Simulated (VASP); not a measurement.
# Fe (P6_3/mmc) in VASP: a series of runs, part 2 of 2

VASP 6.6.1. The steps go on from the part before.

**3. Single point, r2SCAN, collinear spin, antiferromagnetic start (12.64 Å³/atom)**

This run uses another cell than the first one, of 12.64 Å³/atom.

File POSCAR:

```
Fe
1.0
    2.5750453260      0.0000000000      0.0000000000
   -1.2875226630      2.2300546682      0.0000000000
    0.0000000000      0.0000000000      4.4011686410
Fe
2
Direct
    0.3333333333      0.6666666667      0.2500000000
    0.6666666667      0.3333333333      0.7500000000
```

File INCAR.step1:

```
PREC = Accurate
ENCUT = 520
ISMEAR = -1
SIGMA = 0.05
LREAL = F
LASPH = T
NELM = 150
ISPIN = 2
MAGMOM = 2.658 -2.658
LMAXMIX = 4
NBANDS = 19
GGA = PE
ALGO = Normal
EDIFF = 1E-4
LWAVE = T
LCHARG = F
```

File INCAR.step2:

```
PREC = Accurate
ENCUT = 520
EDIFF = 1E-6
ISMEAR = -1
SIGMA = 0.05
LREAL = F
LASPH = T
NELM = 150
ALGO = Normal
ISIF = 2
LWAVE = F
LCHARG = T
ISPIN = 2
MAGMOM = 2.658 -2.658
LORBIT = 11
LMAXMIX = 4
METAGGA = R2SCAN
LMIXTAU = T
LELF = T
LVHAR = T
NBANDS = 19
ISTART = 1
```

File KPOINTS:

```
Automatic mesh
0
Gamma
  16 16 8
```

Potentials or basis: VASP PAW PBE potentials, release 64 (Fe).

Launch:

```console
$ cat potpaw_PBE.64/Fe/POTCAR > POTCAR
$ cp INCAR.step1 INCAR
$ mpirun -np 1 vasp_std > vasp.out
$ cp INCAR.step2 INCAR
$ mpirun -np 1 vasp_std > vasp.out
```

OUTCAR:

```text
PREC = Accurate
   ENCUT = 520
   EDIFF = 1E-6
   ISMEAR = -1
   LREAL = F
   LASPH = T
   NELM = 150
   ISIF = 2
   ISPIN = 2
   LORBIT = 11
   METAGGA = R2SCAN
   ISTART = 1

 ion  position               nearest neighbor table
   1  0.333  0.667  0.250-   2 2.66   2 2.66   2 2.66   2 2.66   2 2.66   2 2.66
   2  0.667  0.333  0.750-   1 2.66   1 2.66   1 2.66   1 2.66   1 2.66   1 2.66

  LATTYP: Found a hexagonal cell.
 ALAT       =     2.5750453260
 C/A-ratio  =     1.7091616200

  Lattice vectors:
[... 1277 lines left out ...]
  external PRESSURE =     -89.0751187 kB  Pullay stress =       0.0000000 kB

 VOLUME and BASIS-vectors are now :
 -----------------------------------------------------------------------------
  energy-cutoff  :      520.00
  volume of cell :       25.27
      direct lattice vectors                 reciprocal lattice vectors
     2.575045326  0.000000000  0.000000000     0.388342679  0.224209750  0.000000000
    -1.287522663  2.230054668  0.000000000     0.000000000  0.448419500  0.000000000
     0.000000000  0.000000000  4.401168641     0.000000000  0.000000000  0.227212380

 POSITION                                       TOTAL-FORCE (eV/Angst)
 -----------------------------------------------------------------------------------
     -0.00000      1.48670      1.10029        -0.000000      0.000000      0.000000
      1.28752      0.74335      3.30088         0.000000     -0.000000      0.000000
 -----------------------------------------------------------------------------------
    total drift:                               -0.000000      0.000000     -0.000000

  FREE ENERGIE OF THE ION-ELECTRON SYSTEM (eV)
  ---------------------------------------------------
  free  energy   TOTEN  =       -27.8739476156 eV

  energy  without entropy=      -27.8542242894  energy(sigma->0) =      -27.86408595

 total charge

# of ion       s       p       d       tot
------------------------------------------
    1        0.470   0.518   6.078   7.066
    2        0.470   0.518   6.078   7.066
--------------------------------------------------
tot          0.940   1.036  12.155  14.131

 magnetization (x)

# of ion       s       p       d       tot
------------------------------------------
    1        0.017   0.016   2.822   2.855
    2       -0.017  -0.016  -2.822  -2.855
--------------------------------------------------
tot          0.000   0.000   0.000   0.000
```

Wall time 17 min (1 thread of Intel Xeon 8259CL, shared host); peak memory 0.23 GiB.

Results:

```yaml
Free_energy: -27.8739 eV
Pressure: -8.9 GPa
Band_gap_on_the_k_mesh: zero (filled and empty bands overlap)
Net_moment: 0.00 μB per cell
Site_moments: Fe +2.85, -2.85 μB
Valence_electrons_inside_the_program's_atomic_spheres: Fe 7.07
```

Stress tensor (GPa, compression positive):
```
-10.62   0.00   0.00
  0.00 -10.62   0.00
  0.00   0.00  -5.49
```

Levels at points of the mesh, in eV from the Fermi level:
Spin up:
```csv
k point,band 5,band 6,band 7,band 8,band 9,band 10,band 11,band 12
"(0.00, 0.00, 0.00)",-2.45,-2.45,-1.77,-1.09,0.39,0.39,1.87,1.87
"(0.50, 0.00, 0.00)",-2.33,-1.40,-1.07,-0.72,1.40,1.62,2.59,4.12
"(0.00, 0.00, 0.50)",-3.19,-2.48,-2.48,-0.96,0.48,0.48,1.86,1.86
"(0.50, 0.00, 0.50)",-2.18,-1.40,-0.83,0.45,1.31,1.63,1.71,2.60
```
Spin down:
```
           k point  band 6  band 7  band 8  band 9  band 10  band 11
(0.00, 0.00, 0.00)   -2.45   -1.77   -1.09    0.39     0.39     1.87
(0.50, 0.00, 0.00)   -1.40   -1.07   -0.72    1.40     1.62     2.59
(0.00, 0.00, 0.50)   -2.48   -2.48   -0.96    0.48     0.48     1.86
(0.50, 0.00, 0.50)   -1.40   -0.83    0.45    1.31     1.63     1.71
```

Caveat: the stress differs along the axes, from -11 to -5 GPa; the antiferromagnetic order is the one typed at the start, and another may lie lower; the PAW data sets were made with another functional, which shifts forces and pressure a little.

**4. Single point, r2SCAN, collinear spin, antiferromagnetic start (13.10 Å³/atom)**

This run uses another cell than the first one, of 13.10 Å³/atom.

File POSCAR:

```
Fe
1.0
    2.6064514130      0.0000000000      0.0000000000
   -1.3032257065      2.2572531374      0.0000000000
    0.0000000000      0.0000000000      4.4548467196
Fe
2
Direct
    0.3333333333      0.6666666667      0.2500000000
    0.6666666667      0.3333333333      0.7500000000
```

File INCAR.step1:

```
SYSTEM = Fe
  ALGO = Normal
  EDIFF = 1E-4
  ENCUT = 520
  GGA = PE
  ISMEAR = -1
  ISPIN = 2
  LASPH = .TRUE.
  LCHARG = .FALSE.
  LMAXMIX = 4
  LREAL = .FALSE.
  LWAVE = .TRUE.
  MAGMOM = 2.658 -2.658
  NBANDS = 19
  NELM = 150
  PREC = Accurate
  SIGMA = 0.05
```

File INCAR.step2:

```
SYSTEM = Fe
  ALGO = Normal
  EDIFF = 1E-6
  ENCUT = 520
  ISIF = 2
  ISMEAR = -1
  ISPIN = 2
  ISTART = 1
  LASPH = .TRUE.
  LCHARG = .FALSE.
  LMAXMIX = 4
  LMIXTAU = .TRUE.
  LORBIT = 11
  LREAL = .FALSE.
  LWAVE = .FALSE.
  MAGMOM = 2.658 -2.658
  METAGGA = R2SCAN
  NBANDS = 19
  NELM = 150
  PREC = Accurate
  SIGMA = 0.05
```

File KPOINTS:

```
k-points
0
G
  16 16 8
  0 0 0
```

Launch:

```console
$ cat potpaw_PBE.64/Fe/POTCAR > POTCAR
$ cp INCAR.step1 INCAR
$ mpirun -np 1 vasp_std > vasp.out
$ cp INCAR.step2 INCAR
$ mpirun -np 1 vasp_std > vasp.out
```

Wall time 17 min (1 thread of Intel Xeon 8259CL, shared host); peak memory 0.23 GiB.

Results (log left out):

| Property | Result |
| --- | --- |
| Free energy | -27.8120 eV |
| Pressure | -12.2 GPa |
| Band gap on the k mesh | zero (filled and empty bands overlap) |
| Net moment | 0.00 μB per cell |
| Site moments | Fe +2.93, -2.93 μB |
| Valence electrons inside the program's atomic spheres | Fe 7.00 |

Stress tensor (GPa, compression positive):
```
-14.44   0.00   0.00
  0.00 -14.44   0.00
  0.00   0.00  -7.85
```

Levels at points of the mesh, in eV from the Fermi level:
Spin up:
| k point | band 4 | band 5 | band 6 | band 7 | band 8 | band 9 | band 10 | band 11 | band 12 | band 13 |
| --- | --- | --- | --- | --- | --- | --- | --- | --- | --- | --- |
| (0.00, 0.00, 0.00) | -3.21 | -2.55 | -2.55 | -1.72 | -1.09 | 0.43 | 0.43 | 1.84 | 1.84 | 5.50 |
| (0.50, 0.00, 0.00) | -2.96 | -2.28 | -1.55 | -1.00 | -0.67 | 1.24 | 1.59 | 2.53 | 3.97 | 8.49 |
| (0.00, 0.00, 0.50) | -3.23 | -3.23 | -2.57 | -2.57 | -0.85 | 0.51 | 0.51 | 1.83 | 1.83 | 12.11 |
| (0.50, 0.00, 0.50) | -2.84 | -2.08 | -1.55 | -0.85 | 0.43 | 1.31 | 1.53 | 1.63 | 2.53 | 6.70 |
Spin down:
```tsv
k point	band 5	band 6	band 7	band 8	band 9	band 10	band 11	band 12
(0.00, 0.00, 0.00)	-2.55	-2.55	-1.72	-1.09	0.43	0.43	1.84	1.84
(0.50, 0.00, 0.00)	-2.28	-1.55	-1.00	-0.67	1.24	1.59	2.53	3.97
(0.00, 0.00, 0.50)	-3.23	-2.57	-2.57	-0.85	0.51	0.51	1.83	1.83
(0.50, 0.00, 0.50)	-2.08	-1.55	-0.85	0.43	1.31	1.53	1.63	2.53
```

Caveat: the stress differs along the axes, from -14 to -8 GPa; the antiferromagnetic order is the one typed at the start, and another may lie lower; the PAW data sets were made with another functional, which shifts forces and pressure a little.

**5. The runs side by side**

```tsv
cell	gap on the mesh (eV)	pressure (GPa)	moment (μB)
a = 2.543, b = 2.543, c = 4.346 Å, angles 90.0, 90.0, 120.0°, 2 atoms	none	-5.0	0.00
a = 2.575, b = 2.575, c = 4.401 Å, angles 90.0, 90.0, 120.0°, 2 atoms	none	-8.9	0.00
a = 2.606, b = 2.606, c = 4.455 Å, angles 90.0, 90.0, 120.0°, 2 atoms	none	-12.2	0.00
```

Alike in all rows: task single point; level r2SCAN; potentials or basis VASP PAW PBE potentials, release 64 (Fe); spin collinear, antiferromagnetic start; k mesh 16 × 16 × 8; cutoff (eV) 520; smearing fermi-dirac 0.05 eV.

Caveats: the antiferromagnetic order is the one typed at the start, and another may lie lower; the PAW data sets were made with another functional, which shifts forces and pressure a little; the cell stands under tension (at least some runs); the stress differs along the axes, from -11 to -5 GPa (at least some runs); the stress differs along the axes, from -14 to -8 GPa (at least some runs).

Absolute energies hang on the potentials; compare differences alone.
